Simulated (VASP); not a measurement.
# ZnS (P6_3mc) in VASP: single point with HSE06

Aim: the single point of ZnS with HSE06.

Program: VASP 6.6.1. These are calculated values, not measurements. Logs are shortened: lines on timing, memory, paths and dates and some standing lists are left out, and cuts for length are marked.

### Step 1. The cell of the first run

Symmetry: P6_3mc, No. 186, hexagonal system. Conventional cell: a = 3.882 Å, b = 3.882 Å, c = 6.176 Å, α = 90.00°, β = 90.00°, γ = 120.00°. Zn (site symmetry 3m) has 4 S at 2.34 to 2.36 Å within 3.1 Å. Within 3.1 Å of S (site symmetry 3m) lie 4 Zn at 2.34 to 2.36 Å.

### Step 2. Single point, HSE06 (epitaxial xy strain +2.0%)

Input file POSCAR:

```
ZnS
1.0
    3.8815598738      0.0000000000      0.0000000000
   -1.9407799369      3.3615294570      0.0000000000
    0.0000000000      0.0000000000      6.1760189214
Zn S
2 2
Direct
    0.3333333333      0.6666666667     -0.0023183829
    0.6666666667      0.3333333333      0.4976816171
    0.3333333333      0.6666666667      0.3773183829
    0.6666666667      0.3333333333      0.8773183829
```

Input file INCAR.step1:

```
SYSTEM = ZnS
PREC     = Accurate       ! precision mode
ENCUT    = 520            ! plane-wave cutoff, eV
EDIFF    = 1E-5           ! SCF threshold, eV
ISMEAR   = 0              ! smearing method
SIGMA    = 0.01           ! smearing width, eV
LREAL    = .FALSE.        ! projectors in reciprocal space
LASPH    = .TRUE.         ! aspherical terms in the spheres
NELM     = 80             ! most SCF steps
ALGO     = Normal         ! electronic algorithm
ISIF     = 2              ! what is computed and relaxed
LWAVE    = .TRUE.         ! write WAVECAR
LCHARG   = .FALSE.        ! write CHGCAR
GGA      = PE             ! functional
NBANDS   = 26             ! bands
KPAR     = 4
```

Input file INCAR.step2:

```
SYSTEM = ZnS
PREC     = Accurate       ! precision mode
ENCUT    = 520            ! plane-wave cutoff, eV
EDIFF    = 1E-6           ! SCF threshold, eV
ISMEAR   = 0              ! smearing method
SIGMA    = 0.01           ! smearing width, eV
LREAL    = .FALSE.        ! projectors in reciprocal space
LASPH    = .TRUE.         ! aspherical terms in the spheres
NELM     = 80             ! most SCF steps
ALGO     = Normal         ! electronic algorithm
ISIF     = 2              ! what is computed and relaxed
LWAVE    = .FALSE.        ! write WAVECAR
LCHARG   = .FALSE.        ! write CHGCAR
GGA      = PE             ! functional
LHFCALC  = .TRUE.         ! exact exchange
HFSCREEN = 0.2079         ! screening, 1/A
PRECFOCK = Normal       
ISTART   = 1            
NBANDS   = 26             ! bands
KPAR     = 4
```

Input file KPOINTS:

```
Automatic mesh
0
G
  6 6 4
  0 0 0
```

Potentials or basis: VASP PAW PBE potentials, release 64 (Zn, S).

On the command line:

```bash
$ cat potpaw_PBE.64/Zn/POTCAR potpaw_PBE.64/S/POTCAR > POTCAR
$ cp INCAR.step1 INCAR
$ mpirun -np 4 vasp_std > vasp.out
$ cp INCAR.step2 INCAR
$ mpirun -np 4 vasp_std > vasp.out
```

OUTCAR:

```text
SYSTEM = ZnS
   PREC = Accurate
   ENCUT = 520
   EDIFF = 1E-6
   ISMEAR = 0
   LREAL = .FALSE.
   LASPH = .TRUE.
   NELM = 80
   ISIF = 2
   GGA = PE
   LHFCALC = .TRUE.
   HFSCREEN = 0.2079
   PRECFOCK = Normal
   ISTART = 1

 ion  position               nearest neighbor table
   1  0.333  0.667  0.998-   3 2.34   4 2.36   4 2.36   4 2.36
   2  0.667  0.333  0.498-   4 2.34   3 2.36   3 2.36   3 2.36
   3  0.333  0.667  0.377-   1 2.34   2 2.36   2 2.36   2 2.36
   4  0.667  0.333  0.877-   2 2.34   1 2.36   1 2.36   1 2.36

  LATTYP: Found a hexagonal cell.
 ALAT       =     3.8815598738
 C/A-ratio  =     1.5911177780

  Lattice vectors:

 A1 = (   3.8815598738,   0.0000000000,   0.0000000000)
 A2 = (  -1.9407799369,   3.3615294570,   0.0000000000)
 A3 = (   0.0000000000,   0.0000000000,   6.1760189214)

Analysis of symmetry for initial positions (statically):
=====================================================================
 Subroutine PRICEL returns:
 Original cell was already a primitive cell.

 Routine SETGRP: Setting up the symmetry group for a
 hexagonal supercell.

 Subroutine GETGRP returns: Found 12 space group operations
 (whereof  6 operations were pure point group operations)
 out of a pool of 24 trial point group operations.

The static configuration has the point symmetry C_3v.
 The point group associated with its full space group is C_6v.

Analysis of symmetry for dynamics (positions and initial velocities):
=====================================================================
 Subroutine PRICEL returns:
 Original cell was already a primitive cell.

 Routine SETGRP: Setting up the symmetry group for a
 hexagonal supercell.

 Subroutine GETGRP returns: Found 12 space group operations
 (whereof  6 operations were pure point group operations)
 out of a pool of 24 trial point group operations.

The dynamic configuration has the point symmetry C_3v.
 The point group associated with its full space group is C_6v.

 Subroutine INISYM returns: Found 12 space group operations
 (whereof  6 operations are pure point group operations),
 and found     1 'primitive' translations

----------------------------------------------------------------------------------------

                                     Primitive cell

  volume of cell :      80.5846

  direct lattice vectors                    reciprocal lattice vectors
     3.881559874  0.000000000  0.000000000     0.257628385  0.148741817  0.000000000
    -1.940779937  3.361529457  0.000000000     0.000000000  0.297483634  0.000000000
     0.000000000  0.000000000  6.176018921     0.000000000  0.000000000  0.161916602

  length of vectors
     3.881559874  3.881559874  6.176018921     0.297483634  0.297483634  0.161916602

  position of ions in fractional coordinates (direct lattice)
     0.333333333  0.666666667  0.997681617
     0.666666667  0.333333333  0.497681617
     0.333333333  0.666666667  0.377318383
     0.666666667  0.333333333  0.877318383

  ion indices of the primitive-cell ions
   primitive index   ion index
                 1           1
                 2           2
                 3           3
                 4           4

----------------------------------------------------------------------------------------

 KPOINTS: Automatic mesh

Automatic generation of k-mesh.
 Grid dimensions read from file:
 generate k-points for:    6    6    4

 Generating k-lattice:

  Cartesian coordinates                     Fractional coordinates (reciprocal lattice)
     0.042938064  0.024790303  0.000000000     0.166666667  0.000000000  0.000000000
     0.000000000  0.049580606  0.000000000     0.000000000  0.166666667  0.000000000
     0.000000000  0.000000000  0.040479151     0.000000000  0.000000000  0.250000000

  Length of vectors
     0.049580606  0.049580606  0.040479151

  Shift w.r.t. Gamma in fractional coordinates (k-lattice)
     0.000000000  0.000000000  0.000000000

 Subroutine IBZKPT returns following result:
 ===========================================

 Found     21 irreducible k-points:

 Following reciprocal coordinates:
            Coordinates               Weight
  0.000000  0.000000  0.000000      1.000000
  0.166667 -0.000000  0.000000      6.000000
  0.333333  0.000000  0.000000      6.000000
  0.500000  0.000000  0.000000      3.000000
  0.166667  0.166667  0.000000      6.000000
  0.333333  0.166667  0.000000     12.000000
[... 13 lines left out ...]
  0.333333  0.166667  0.500000     12.000000
  0.333333  0.333333  0.500000      2.000000
   k-points           NKPTS =     21   k-points in BZ     NKDIM =    144   number of bands    NBANDS=     26
   number of dos      NEDOS =    301   number of ions     NIONS =      4
   total plane-waves  NPLWV =  43200
   dimension x,y,z NGX =    30 NGY =   30 NGZ =   48
   dimension x,y,z NGXF=    60 NGYF=   60 NGZF=   96
   ions per type =               2   2
   NGX,Y,Z   is equivalent  to a cutoff of  12.85, 12.85, 12.92 a.u.
   NGXF,Y,Z  is equivalent  to a cutoff of  25.70, 25.70, 25.84 a.u.
 SYSTEM =  ZnS
   PREC   = accura    normal or accurate (medium, high low for compatibility)
   ISTART =      1    job   : 0-new  1-cont  2-samecut
   ICHARG =      0    charge: 1-file 2-atom 10-const
   ISPIN  =      1    spin polarized calculation?
   LNONCOLLINEAR =      F non collinear calculations
   LSORBIT =      F    spin-orbit coupling
   LASPH  =      T    aspherical Exc in radial PAW
   ENCUT  =  520.0 eV  38.22 Ry    6.18 a.u.   7.22  7.22 11.48*2*pi/ulx,y,z
   NELM   =     80;   NELMIN=  2; NELMDL=  0     # of ELM steps
   EDIFF  = 0.1E-05   stopping-criterion for ELM
   LREAL  =      F    real-space projection
   EDIFFG = 0.1E-04   stopping-criterion for IOM
   NSW    =      0    number of steps for IOM
   IBRION =     -1    ionic relax: 0-MD 1-quasi-New 2-CG
   NFREE  =      0    steps in history (QN), initial steepest desc. (CG)
   ISIF   =      2    stress and relaxation
   ISYM   =      3    0-nonsym 1-usesym 2-fastsym
   POTIM  = 0.5000    time-step for ionic-motion
   TEBEG  =    0.0;   TEEND  =   0.0 temperature during run
   PSTRESS=    0.0 pullay stress
   NELECT =      36.0000    total number of electrons
   NUPDOWN=      -1.0000    fix difference up-down
   EMIN   =  10.00;   EMAX   =-10.00  energy-range for DOS
   EFERMI =   0.00;   METHOD = LEGACY
   ISMEAR =     0;   SIGMA  =   0.01  broadening in eV -4-tet -1-fermi 0-gaus
   EFERMI_NEDOS =   21; number of points for ismear=-14 and -15
   IALGO  =     38    algorithm
   IMIX   =      1    mixing-type and parameters
     AMIX     =   0.40;   BMIX     =  1.00
     AMIX_MAG =   1.60;   BMIX_MAG =  1.00
  volume/ion in A,a.u.               =      20.15       135.95
  Fermi-wavevector in a.u.,A,eV,Ry     =   1.251483  2.364960 21.309586  1.566210
  Thomas-Fermi vector in A             =   2.385429
   LORBIT       =      0    0 simple, 1 ext, 2 COOP (PROOUT), +10 PAW based schemes
   GGA     = PE    functional components
   LHFCALC =     T    Hartree Fock is set to
   PRECFOCK=normal    Normal, Fast or Accurate (Low or Medium for compatibility)
   ENCUT4O =  -1.0   cutoff for four orbital integrals eV
   NKREDX  =     1    reduce k-point grid by
   NKREDY  =     1    reduce k-point grid by
   NKREDZ  =     1    reduce k-point grid by
   AEXX    =    0.2500 exact exchange contribution
   HFSCREEN=    0.2079 screening length (either q_TF or 0.3 A-1)
   HFSCREENC=   0.2079 screening length for correlation (either q_TF or 0.3 A-1)
   ENCUTFOCK=  -1.0 apply spherical cutoff to Coloumb kernel
   IVDW    =     0    specifies the selected vdW correction
   LEPSILON=     F    determine dielectric tensor
   LRPA    =     F    only Hartree local field effects (RPA)
 non-spin polarized calculation
 Gauss-broadening in eV      SIGMA  =   0.01
  energy-cutoff  :      520.00
  volume of cell :       80.58
 maximum number of plane-waves:      2189
 NGX is ok and might be reduce to    30
  NGX = 24; NGY = 24; NGZ = 36

 number of electron      35.9999994 magnetization

 Free energy of the ion-electron system (eV)
  ---------------------------------------------------
  ext. energy  EPLUGINS =         0.00000000
  ---------------------------------------------------
  free energy    TOTEN  =       -16.72898915 eV

  energy without entropy =      -16.72898915  energy(sigma->0) =      -16.72898915

 E-fermi :   1.2718     XC(G=0):  -7.8880

 val. band max:        1.2307075050   @ k =   0.0000   0.0000   0.0000
 cond. band min:       4.5312498584   @ k =   0.0000   0.0000   0.0000
 fundamental gap:      3.3005423534
 Fermi energy:         1.2717622378

 k-point     1 :       0.0000    0.0000    0.0000
  band No.  band energies     occupation
      1     -12.9865      2.00000
      2     -11.9765      2.00000
      3      -6.5643      2.00000
      4      -6.5606      2.00000
      5      -6.5606      2.00000
      6      -6.4870      2.00000
[... 18 lines left out ...]
     25      10.1643      0.00000
     26      11.9438      0.00000

 k-point     2 :       0.1667   -0.0000    0.0000
  band No.  band energies     occupation
      1     -12.8031      2.00000
      2     -11.8886      2.00000
      3      -6.5542      2.00000
      4      -6.5295      2.00000
      5      -6.5209      2.00000
      6      -6.4558      2.00000
[... 18 lines left out ...]
     25      10.6927      0.00000
     26      10.9956      0.00000

 k-point     3 :       0.3333    0.0000    0.0000
  band No.  band energies     occupation
      1     -12.3660      2.00000
      2     -11.7406      2.00000
      3      -6.5154      2.00000
      4      -6.4801      2.00000
      5      -6.4194      2.00000
      6      -6.3507      2.00000
[... 18 lines left out ...]
     25      11.3382      0.00000
     26      12.2305      0.00000

 k-point     4 :       0.5000    0.0000    0.0000
  band No.  band energies     occupation
      1     -12.0667      2.00000
      2     -11.7226      2.00000
      3      -6.5065      2.00000
      4      -6.4638      2.00000
      5      -6.3177      2.00000
      6      -6.3090      2.00000
[... 18 lines left out ...]
     25      11.5927      0.00000
     26      13.9032      0.00000
[... 409 lines left out ...]
      1     -12.1389      2.00000
      2     -12.1389      2.00000
      3      -6.4735      2.00000
      4      -6.4735      2.00000
      5      -6.4443      2.00000
      6      -6.4443      2.00000
[... 18 lines left out ...]
     25      10.9080      0.00000
     26      10.9080      0.00000

 k-point    20 :       0.3333    0.1667    0.5000
  band No.  band energies     occupation
      1     -11.8849      2.00000
      2     -11.8849      2.00000
      3      -6.4615      2.00000
      4      -6.4615      2.00000
      5      -6.3902      2.00000
      6      -6.3902      2.00000
[... 18 lines left out ...]
     25      11.5428      0.00000
     26      11.5428      0.00000

 k-point    21 :       0.3333    0.3333    0.5000
  band No.  band energies     occupation
      1     -11.7988      2.00000
      2     -11.7988      2.00000
      3      -6.4302      2.00000
      4      -6.4302      2.00000
      5      -6.3915      2.00000
      6      -6.3915      2.00000
[... 18 lines left out ...]
     25      12.1553      0.00000
     26      12.1553      0.00000

------------------------ aborting loop because EDIFF is reached ----------------------------------------

  FORCE on cell =-STRESS in cart. coord.  units (eV):
  Direction    XX          YY          ZZ          XY          YZ          ZX
  --------------------------------------------------------------------------------------
  -------------------------------------------------------------------------------------
  Total       -0.7493882     -0.7493882      0.6594755      0.0000000     -0.0000000     -0.0000000
  in kB      -14.8992909    -14.8992909     13.1116529      0.0000000     -0.0000000     -0.0000000
  external PRESSURE =      -5.5623096 kB  Pullay stress =       0.0000000 kB

 VOLUME and BASIS-vectors are now :
 -----------------------------------------------------------------------------
  energy-cutoff  :      520.00
  volume of cell :       80.58
      direct lattice vectors                 reciprocal lattice vectors
     3.881559874  0.000000000  0.000000000     0.257628385  0.148741817  0.000000000
    -1.940779937  3.361529457  0.000000000     0.000000000  0.297483634  0.000000000
     0.000000000  0.000000000  6.176018921     0.000000000  0.000000000  0.161916602

 POSITION                                       TOTAL-FORCE (eV/Angst)
 -----------------------------------------------------------------------------------
     -0.00000      2.24102      6.16170         0.000000      0.000000     -0.013927
      1.94078      1.12051      3.07369        -0.000000     -0.000000     -0.013927
     -0.00000      2.24102      2.33033        -0.000000      0.000000      0.013927
      1.94078      1.12051      5.41833        -0.000000      0.000000      0.013927
 -----------------------------------------------------------------------------------
    total drift:                               -0.000001      0.000013     -0.002886

  FREE ENERGIE OF THE ION-ELECTRON SYSTEM (eV)
  ---------------------------------------------------
  free  energy   TOTEN  =       -16.7289891547 eV

  energy  without entropy=      -16.7289891547  energy(sigma->0) =      -16.72898915
```

Wall time 53 min (4 MPI ranks of Intel Xeon Platinum 8124M at 3.00GHz (Skylake/Cascade Lake), shared host); peak memory 0.36 GiB.

What came out:

```yaml
Free_energy: -16.7290 eV
Pressure: -0.6 GPa
Largest_force: 0.014 eV/Å
Band_gap_on_the_k_mesh: 3.30 eV
```

Forces in eV/Å, atoms in the order of the input:
```
Zn   0.000  0.000 -0.014
Zn   0.000  0.000 -0.014
S    0.000  0.000  0.014
S    0.000  0.000  0.014
```

Stress tensor (GPa, compression positive):
```
-1.49  0.00  0.00
 0.00 -1.49  0.00
 0.00  0.00  1.31
```

Levels at points of the mesh, in eV from the valence-band top:
```csv
k point,band 15,band 16,band 17,band 18,band 19,band 20,band 21,band 22
"(0.00, 0.00, 0.00)",-1.04,-0.06,-0.06,0.00,3.30,3.98,7.43,7.43
"(0.50, 0.00, 0.00)",-3.36,-2.39,-1.69,-0.94,4.62,5.48,6.34,8.16
"(0.00, 0.00, 0.50)",-0.57,-0.57,-0.57,-0.57,4.58,4.58,7.88,7.88
"(0.50, 0.00, 0.50)",-1.73,-1.73,-1.56,-1.56,4.71,4.71,6.42,6.42
```

Caveat: the cell differs from its parent crystal (epitaxial xy strain +2.0%); the PAW data sets were made with another functional, which shifts forces and pressure a little.
